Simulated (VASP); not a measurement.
Here is a VASP 6.6.1 calculation.

Contents of INCAR:

```
SYSTEM = CsCl
PREC = Accurate
ENCUT = 500
EDIFF = 1E-6
ISMEAR = -1
SIGMA = 0.1
LREAL = .False.
LASPH = .True.
NELM = 120
ALGO = Normal
ISIF = 2
LWAVE = .False.
LCHARG = .False.
GGA = PS
NBANDS = 15
GGA_COMPAT = .False.
```

KPOINTS

```
Automatic mesh
0
Gamma
  12 12 12
  0 0 0
```

Contents of POSCAR:

```
CsCl
1.0
    4.0653445367      0.0000000000      0.0000000000
    0.0000000000      4.0653445367      0.0000000000
    0.0000000000      0.0000000000      4.0653445367
Cs Cl
1 1
Direct
    0.0000000000      0.0000000000      0.0000000000
    0.5000000000      0.5000000000      0.5000000000
```

Potentials or basis: VASP PAW PBE potentials, release 64 (Cs_sv, Cl).

Launch:

```console
$ cat potpaw_PBE.64/Cs_sv/POTCAR potpaw_PBE.64/Cl/POTCAR > POTCAR
$ mpirun -np 1 vasp_std > vasp.out
```

(1) Estimate the pressure.

(2) Predict the band gap on the k mesh.

Results:

(1) 0.1 GPa.

(2) 5.21 eV.

Caveat: the PAW data sets were made with another functional, which shifts forces and pressure a little; spin-orbit coupling is left out, which moves the levels of the heavy elements.
